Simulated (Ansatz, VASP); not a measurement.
One calculation of MnPt2, two programs

Contents of INCAR:

```
SYSTEM = MnPt2
PREC = Accurate
ENCUT = 520
EDIFF = 1E-7
ISMEAR = -1
SIGMA = 0.05
LREAL = .False.
LASPH = .True.
NELM = 150
ALGO = Fast
ISIF = 2
LWAVE = .False.
LCHARG = .True.
ISPIN = 2
MAGMOM = 0 0 4
LORBIT = 11
LMAXMIX = 4
GGA = PS
LELF = .True.
LVHAR = .True.
NBANDS = 28
```

The input KPOINTS:

```
Automatic mesh
0
Gamma
  11 11 4
  0 0 0
```

File POSCAR:

```
MnPt2
1.0
    2.9144658307      0.0000000000      0.0000000000
   -1.4572329154      2.5240014479      0.0000000000
    0.0000000000      0.0000000000      6.6606248409
Pt Mn
2 1
Direct
    0.6666666667      0.3333333333      0.3162060000
    0.3333333333      0.6666666667      0.6837940000
    0.0000000000      0.0000000000      0.0000000000
```

File input.yaml:

```yaml
crystal:
  lattice:
    - [2.9144658307, 0.0, 0.0]
    - [-1.4572329154, 2.5240014479, 0.0]
    - [0.0, 0.0, 6.6606248409]
  atoms:
    - { symbol: Pt, position: [0.6666666667, 0.3333333333, 0.316206] }
    - { symbol: Pt, position: [0.3333333333, 0.6666666667, 0.683794] }
    - { symbol: Mn, position: [0.0, 0.0, 0.0], spin: 4.0 }
hamiltonian:
  xc: pbesol
  pseudopotentials: { kind: paw }
magnetization:
  spin_polarized: true
kpoints:
  mp_grid: { grid: [11, 11, 4] }
scf:
  occupations: { method: fermi_dirac, width: 0.05 }
output:
  forces: true
  stress: true
  eigenvalues: true
```

Alike in both runs: task single point; functional PBEsol; k mesh 11 × 11 × 4; occupations fermi-dirac, width 0.05 eV; collinear spin.

|  | VASP | Ansatz |
| --- | --- | --- |
| version | VASP 6.6.1 | Ansatz 0.2.0 |
| potentials or method | VASP PAW PBE potentials, release 64 (Pt, Mn_pv) | Ansatz PAW |
| plane-wave cutoff (eV) | 520 | 420 |
| valence electrons in the cell | 33 | 51 |

Ansatz gave:

| Quantity | Value |
| --- | --- |
| gap on the k mesh at the Fermi level (eV) | none |
| pressure (GPa) | -17.3 |
| traceless stress, the component that is largest in VASP (GPa) | 0.77 |
| rms of the force components (eV/Å) | 0.042 |
| net moment per atom (μB) | 1.55 |
| size of the moment on the site where the two differ most (μB) | 0.31 |

Task: What did VASP give for the same quantities?

Result: gap on the k mesh at the Fermi level (eV): none; pressure (GPa): -17.4; traceless stress, the component that is largest in VASP (GPa): 0.84; rms of the force components (eV/Å): 0.038; net moment per atom (μB): 1.56; size of the moment on the site where the two differ most (μB): 0.30.

VASP's potentials were made for PBE, not for PBEsol. Site moments also hang on the region over which each program counts them. Atom by atom the forces differ by 0.005 eV/Å (rms over components). A gap of «none» marks a metal or a gap that the smearing closes. VASP's potentials hold 33 valence electrons a cell and Ansatz's 51, so a difference there can come from the potentials and not from the codes.

Neither program's run includes spin-orbit coupling.
